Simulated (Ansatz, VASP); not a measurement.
# GaAs in VASP and in Ansatz

```xyz
2
Lattice="0.0000 2.7696 2.7696 2.7696 0.0000 2.7696 2.7696 2.7696 0.0000" Properties=species:S:1:pos:R:3 pbc="T T T"
Ga    0.0000    0.0000    0.0000
As    4.1545    4.1545    4.1545
```

Change from the starting cell: volume scaled by 0.9405, crystal datasets.

Alike in both runs: task electric field gradients; functional LDA; k mesh 11 × 11 × 11; occupations fermi-dirac, width 0.05 eV; no spin polarisation.

|  | VASP | Ansatz |
| --- | --- | --- |
| version | VASP 6.6.1 | Ansatz 0.2.0 |
| potentials or method | VASP PAW LDA potentials, release 64 (Ga_d, As), cutoff 520 eV | all-electron PAW with datasets made for the crystal, scalar-relativistic |

```tsv
	VASP	Ansatz	Ansatz less VASP
pressure (GPa)	3.1	2.8	-0.35
```

LDA's correlation is that of Perdew and Zunger in VASP and of Perdew and Wang (1992) in Ansatz. Ansatz ran all-electron here, and VASP with PAW potentials.
